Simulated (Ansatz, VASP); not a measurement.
## La in VASP and in Ansatz

File INCAR:

```
PREC = Accurate
ENCUT = 520
EDIFF = 1E-6
ISMEAR = -1
SIGMA = 0.01
LREAL = False
LASPH = True
NELM = 60
ALGO = Normal
ISIF = 2
LWAVE = False
LCHARG = False
GGA = PE
NBANDS = 30
```

KPOINTS

```
Automatic mesh
0
Gamma
  10 10 3
```

The input POSCAR:

```
La
1.0
    3.7726980145      0.0000000000      0.0000000000
   -1.8863490072      3.2672523214      0.0000000000
    0.0000000000      0.0000000000     12.1127038589
La
4
Direct
    0.0000000000      0.0000000000      0.0000000000
    0.0000000000      1.0000000000      0.5000000000
    0.3333333333      0.6666666667      0.7500000000
    0.6666666667      0.3333333333      0.2500000000
```

Input for Ansatz:

```yaml
crystal:
  lattice:
    - [3.7726980145, 0.0, 0.0]
    - [-1.8863490072, 3.2672523214, 0.0]
    - [0.0, 0.0, 12.1127038589]
  atoms:
    - { symbol: La, position: [0.0, 0.0, 0.0] }
    - { symbol: La, position: [0.0, 1.0, 0.5] }
    - { symbol: La, position: [0.3333333333, 0.6666666667, 0.75] }
    - { symbol: La, position: [0.6666666667, 0.3333333333, 0.25] }
hamiltonian:
  xc: pbe
  pseudopotentials:
    kind: paw
    azcp:
      La: "pseudopotentials/La.paw.azcp"
basis:
  ecutwfc: 420
  fft_grid_basis: typed
kpoints:
  mp_grid: { grid: [10, 10, 3], shift: [0, 0, 0] }
magnetization:
  spin_polarized: false
scf:
  occupations: { method: fermi_dirac, width: 0.01 }
  lower_state_search: "off"
output:
  stress: true
```

Alike in both runs: task single point; functional PBE; k mesh 10 × 10 × 3; occupations fermi-dirac, width 0.01 eV; no spin polarisation.

|  | VASP | Ansatz |
| --- | --- | --- |
| version | VASP 6.6.1 | Ansatz 0.2.0 |
| potentials or method | VASP PAW PBE potentials, release 64 (La), cutoff 520 eV | plane waves (420 eV) with PAW, scalar-relativistic |
| valence electrons in the cell | 44 | 44 |

|  | VASP | Ansatz | Ansatz less VASP |
| --- | --- | --- | --- |
| pressure (GPa) | 0.0 | 0.0 | -0.07 |
| traceless stress, the component that is largest in VASP (GPa) | -0.21 | -0.20 | +0.013 |

The functional is the same, so the differences come from potentials, cutoffs and numerics.

Spin-orbit coupling is off throughout.
